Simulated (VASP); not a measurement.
# SrTiO3 (Pm-3m) in VASP: single point with PBE

Aim: the single point of SrTiO3 with PBE.

All numbers are computed with VASP 6.6.1; they aren't measurements. Logs are shortened: lines on timing, memory, paths and dates and some standing lists are left out, and cuts for length are marked.

**1. The cell of the first run**

Symmetry: Pm-3m, No. 221, cubic system. The conventional cell has a = 3.907 Å, b = 3.907 Å, c = 3.907 Å, α = 90.00°, β = 90.00°, γ = 90.00°. Within 3.6 Å of Sr (site symmetry m-3m) lie 12 O at 2.76 Å and 8 Ti at 3.38 Å. Within 2.6 Å of Ti (site symmetry m-3m) lie 6 O at 1.95 Å. Within 2.6 Å of O (site symmetry 4/mmm) lie 2 Ti at 1.95 Å.

**2. Single point, PBE, non-collinear spin, zero start, spin-orbit coupling**

File INCAR:

```
PREC     = Accurate       # precision mode
ENCUT    = 520            # plane-wave cutoff, eV
EDIFF    = 1E-7           # SCF threshold, eV
ISMEAR   = 0              # smearing method
SIGMA    = 0.01           # smearing width, eV
LREAL    = F              # projectors in reciprocal space
LASPH    = T              # aspherical terms in the spheres
NELM     = 150            # most SCF steps
ALGO     = Normal         # electronic algorithm
ISIF     = 2              # what is computed and relaxed
LWAVE    = F              # write WAVECAR
LCHARG   = T              # write CHGCAR
MAGMOM   = 0 0 0 0 0 0 0 0 0 0 0 0 0 0 0 # initial moments
LORBIT   = 11             # projections on sites
LSORBIT  = T              # spin-orbit coupling
GGA_COMPAT= F            
LORBMOM  = T            
LMAXMIX  = 4              # l up to which the mixer works
GGA      = PE             # functional
LVHAR    = T            
NBANDS   = 55             # bands
```

File KPOINTS:

```
Automatic mesh
0
Gamma
  6 6 6
```

File POSCAR:

```
SrTiO3
1.0
    3.9068514982      0.0000000000      0.0000000000
    0.0000000000      3.9068514982      0.0000000000
    0.0000000000      0.0000000000      3.9068514982
Sr Ti O
1 1 3
Direct
    0.5000000000      0.5000000000      0.5000000000
    0.0000000000      0.0000000000      0.0000000000
    0.5000000000      0.0000000000      0.0000000000
    0.0000000000      0.5000000000      0.0000000000
    0.0000000000      0.0000000000      0.5000000000
```

Potentials or basis: VASP PAW PBE potentials, release 64 (Sr_sv, Ti_sv, O).

On the command line:

```console
$ cat potpaw_PBE.64/Sr_sv/POTCAR potpaw_PBE.64/Ti_sv/POTCAR potpaw_PBE.64/O/POTCAR > POTCAR
$ mpirun -np 1 vasp_ncl > vasp.out
```

OUTCAR:

```text
PREC = Accurate
   ENCUT = 520
   EDIFF = 1E-7
   ISMEAR = 0
   LREAL = F
   LASPH = T
   NELM = 150
   ISIF = 2
   LORBIT = 11
   LSORBIT = T
   GGA = PE

 ion  position               nearest neighbor table
   1  0.500  0.500  0.500-   3 2.76   4 2.76   5 2.76   3 2.76   4 2.76   3 2.76   5 2.76   3 2.76
                             4 2.76   5 2.76   4 2.76   5 2.76   2 3.38   2 3.38   2 3.38   2 3.38
   2  0.000  0.000  0.000-   3 1.95   4 1.95   5 1.95   5 1.95   4 1.95   3 1.95   1 3.38   1 3.38
                             1 3.38   1 3.38   1 3.38   1 3.38   1 3.38   1 3.38
   3  0.500  0.000  0.000-   2 1.95   2 1.95   1 2.76   1 2.76   1 2.76   1 2.76
   4  0.000  0.500  0.000-   2 1.95   2 1.95   1 2.76   1 2.76   1 2.76   1 2.76
   5  0.000  0.000  0.500-   2 1.95   2 1.95   1 2.76   1 2.76   1 2.76   1 2.76

  LATTYP: Found a simple cubic cell.
 ALAT       =     3.9068514982

  Lattice vectors:

 A1 = (   3.9068514982,   0.0000000000,   0.0000000000)
 A2 = (   0.0000000000,   3.9068514982,   0.0000000000)
 A3 = (   0.0000000000,   0.0000000000,   3.9068514982)

Analysis of symmetry for initial positions (statically):
=====================================================================
 Subroutine PRICEL returns:
 Original cell was already a primitive cell.

 Routine SETGRP: Setting up the symmetry group for a
 simple cubic supercell.

 Subroutine GETGRP returns: Found 48 space group operations
 (whereof 48 operations were pure point group operations)
 out of a pool of 48 trial point group operations.

The static configuration has the point symmetry O_h .

Analysis of symmetry for dynamics (positions and initial velocities):
=====================================================================
 Subroutine PRICEL returns:
 Original cell was already a primitive cell.

 Routine SETGRP: Setting up the symmetry group for a
 simple cubic supercell.

 Subroutine GETGRP returns: Found 48 space group operations
 (whereof 48 operations were pure point group operations)
 out of a pool of 48 trial point group operations.

The dynamic configuration has the point symmetry O_h .

Analysis of structural, dynamic, and magnetic symmetry:
=====================================================================
 Subroutine PRICEL returns:
 Original cell was already a primitive cell.

 Routine SETGRP: Setting up the symmetry group for a
 simple cubic supercell.

 Subroutine GETGRP returns: Found 48 space group operations
 (whereof 48 operations were pure point group operations)
 out of a pool of 48 trial point group operations.

The overall configuration has the point symmetry O_h .

 Subroutine INISYM returns: Found 48 space group operations
 (whereof 48 operations are pure point group operations),
 and found     1 'primitive' translations

----------------------------------------------------------------------------------------

                                     Primitive cell

  volume of cell :      59.6322

  direct lattice vectors                    reciprocal lattice vectors
     3.906851498  0.000000000  0.000000000     0.255960586  0.000000000  0.000000000
     0.000000000  3.906851498  0.000000000     0.000000000  0.255960586  0.000000000
     0.000000000  0.000000000  3.906851498     0.000000000  0.000000000  0.255960586

  length of vectors
     3.906851498  3.906851498  3.906851498     0.255960586  0.255960586  0.255960586

  position of ions in fractional coordinates (direct lattice)
     0.500000000  0.500000000  0.500000000
     0.000000000  0.000000000  0.000000000
     0.500000000  0.000000000  0.000000000
     0.000000000  0.500000000  0.000000000
     0.000000000  0.000000000  0.500000000

  ion indices of the primitive-cell ions
   primitive index   ion index
                 1           1
                 2           2
                 3           3
                 4           4
                 5           5

----------------------------------------------------------------------------------------

[... 119 lines left out ...]
 cond. band min:       5.9967555037   @ k =   0.0000   0.0000   0.0000
 fundamental gap:      1.8365543262
 Fermi energy:         4.2762476185

 k-point     1 :       0.0000    0.0000    0.0000
  band No.  band energies     occupation
      1     -52.3178      1.00000
      2     -52.3178      1.00000
      3     -28.9953      1.00000
      4     -28.9953      1.00000
      5     -28.6362      1.00000
      6     -28.6362      1.00000
[... 1089 lines left out ...]
     51      11.1125      0.00000
     52      11.1125      0.00000
 [bands above 52 left out]

------------------------ aborting loop because EDIFF is reached ----------------------------------------

  FORCE on cell =-STRESS in cart. coord.  units (eV):
  Direction    XX          YY          ZZ          XY          YZ          ZX
  --------------------------------------------------------------------------------------
  -------------------------------------------------------------------------------------
  Total        1.7441791      1.7441791      1.7441791     -0.0000000      0.0000000     -0.0000000
  in kB       46.8620152     46.8620152     46.8620152     -0.0000000      0.0000000     -0.0000000
  external PRESSURE =      46.8620152 kB  Pullay stress =       0.0000000 kB

 VOLUME and BASIS-vectors are now :
 -----------------------------------------------------------------------------
  energy-cutoff  :      520.00
  volume of cell :       59.63
      direct lattice vectors                 reciprocal lattice vectors
     3.906851498  0.000000000  0.000000000     0.255960586  0.000000000  0.000000000
     0.000000000  3.906851498  0.000000000     0.000000000  0.255960586  0.000000000
     0.000000000  0.000000000  3.906851498     0.000000000  0.000000000  0.255960586

 POSITION                                       TOTAL-FORCE (eV/Angst)
 -----------------------------------------------------------------------------------
      1.95343      1.95343      1.95343         0.000000      0.000000      0.000000
      0.00000      0.00000      0.00000         0.000000      0.000000      0.000000
      1.95343      0.00000      0.00000         0.000000      0.000000      0.000000
      0.00000      1.95343      0.00000         0.000000      0.000000      0.000000
      0.00000      0.00000      1.95343         0.000000      0.000000      0.000000
 -----------------------------------------------------------------------------------
    total drift:                                0.000000     -0.000000     -0.000000

  FREE ENERGIE OF THE ION-ELECTRON SYSTEM (eV)
  ---------------------------------------------------
  free  energy   TOTEN  =       -40.1704578871 eV

  energy  without entropy=      -40.1704578871  energy(sigma->0) =      -40.17045789

 orbital moment (x)

 # of ion     p       d       tot
 ----------------------------------------
  1         0.000  -0.000  -0.000
  2         0.000   0.000   0.000
  3         0.000   0.000   0.000
  4         0.000   0.000   0.000
  5         0.000   0.000   0.000
 ----------------------------------------
            0.000  -0.000  -0.000

 orbital moment (y)

 # of ion     p       d       tot
 ----------------------------------------
  1         0.000   0.000   0.000
  2         0.000   0.000   0.000
  3         0.000   0.000   0.000
  4         0.000   0.000   0.000
  5         0.000   0.000   0.000
 ----------------------------------------
            0.000   0.000   0.000

 orbital moment (z)

 # of ion     p       d       tot
 ----------------------------------------
  1         0.000   0.000   0.000
  2         0.000  -0.000  -0.000
  3         0.000   0.000   0.000
  4         0.000   0.000   0.000
  5         0.000   0.000   0.000
 ----------------------------------------
            0.000  -0.000  -0.000

 Spin-Orbit-Coupling matrix elements

 Ion:    1  E_soc:     -0.1742525
 l=   1
     0.0000000    -0.0290227    -0.0290227
    -0.0290227     0.0000000    -0.0290227
    -0.0290227    -0.0290227     0.0000000
 l=   2
     0.0000000    -0.0000044     0.0000000    -0.0000044    -0.0000150
    -0.0000044     0.0000000    -0.0000112    -0.0000044    -0.0000037
     0.0000000    -0.0000112     0.0000000    -0.0000112     0.0000000
    -0.0000044    -0.0000044    -0.0000112     0.0000000    -0.0000037
    -0.0000150    -0.0000037     0.0000000    -0.0000037     0.0000000
 l=   3
     0.0000000     0.0000000     0.0000000     0.0000000     0.0000000     0.0000000     0.0000000
     0.0000000     0.0000000     0.0000000     0.0000000     0.0000000     0.0000000     0.0000000
     0.0000000     0.0000000     0.0000000     0.0000000     0.0000000     0.0000000     0.0000000
     0.0000000     0.0000000     0.0000000     0.0000000     0.0000000     0.0000000     0.0000000
[... 69 lines left out ...]
 l=   2
     0.0000000     0.0000000     0.0000000     0.0000000     0.0000000
     0.0000000     0.0000000     0.0000000     0.0000000     0.0000000
     0.0000000     0.0000000     0.0000000     0.0000000     0.0000000
     0.0000000     0.0000000     0.0000000     0.0000000     0.0000000
     0.0000000     0.0000000     0.0000000     0.0000000     0.0000000
 l=   3
     0.0000000     0.0000000     0.0000000     0.0000000     0.0000000     0.0000000     0.0000000
     0.0000000     0.0000000     0.0000000     0.0000000     0.0000000     0.0000000     0.0000000
     0.0000000     0.0000000     0.0000000     0.0000000     0.0000000     0.0000000     0.0000000
     0.0000000     0.0000000     0.0000000     0.0000000     0.0000000     0.0000000     0.0000000
     0.0000000     0.0000000     0.0000000     0.0000000     0.0000000     0.0000000     0.0000000
     0.0000000     0.0000000     0.0000000     0.0000000     0.0000000     0.0000000     0.0000000
     0.0000000     0.0000000     0.0000000     0.0000000     0.0000000     0.0000000     0.0000000

 total charge

# of ion       s       p       d       tot
------------------------------------------
    1        1.998   5.816   0.201   8.016
    2        2.231   6.320   1.759  10.310
    3        1.565   3.493   0.000   5.057
    4        1.565   3.493   0.000   5.057
    5        1.565   3.493   0.000   5.057
--------------------------------------------------
tot          8.923  22.614   1.960  33.498

 magnetization (x)

# of ion       s       p       d       tot
------------------------------------------
    1        0.000   0.000   0.000   0.000
    2       -0.000   0.000  -0.000  -0.000
    3        0.000   0.000   0.000   0.000
    4        0.000  -0.000   0.000  -0.000
    5        0.000  -0.000   0.000  -0.000
--------------------------------------------------
tot          0.000  -0.000   0.000   0.000

 magnetization (y)

# of ion       s       p       d       tot
------------------------------------------
    1        0.000  -0.000   0.000   0.000
    2        0.000   0.000  -0.000   0.000
    3       -0.000   0.000   0.000   0.000
    4        0.000  -0.000   0.000  -0.000
    5       -0.000  -0.000   0.000  -0.000
--------------------------------------------------
tot          0.000  -0.000   0.000   0.000

 magnetization (z)

# of ion       s       p       d       tot
------------------------------------------
    1        0.000  -0.000   0.000   0.000
    2       -0.000   0.000   0.000   0.000
    3        0.000   0.000   0.000   0.000
    4       -0.000  -0.000   0.000  -0.000
    5        0.000  -0.000   0.000  -0.000
--------------------------------------------------
tot          0.000  -0.000   0.000   0.000
```

Wall time 1.8 min (1 thread of Intel Xeon 6975P-C (Granite Rapids), shared host); peak memory 0.34 GiB.

Results:

```yaml
Free_energy: -40.1705 eV
Pressure: 4.7 GPa
Net_moment: 0.00 μB per cell
Valence_electrons_inside_the_program's_atomic_spheres: Sr 8.02; Ti 10.31; O 5.06
```

Moments on the atoms (μB; x, y, z):
```
Sr  0.00 0.00 0.00
Ti  0.00 0.00 0.00
O   0.00 0.00 0.00
O   0.00 0.00 0.00
O   0.00 0.00 0.00
```

Caveat: the cell stands under pressure.
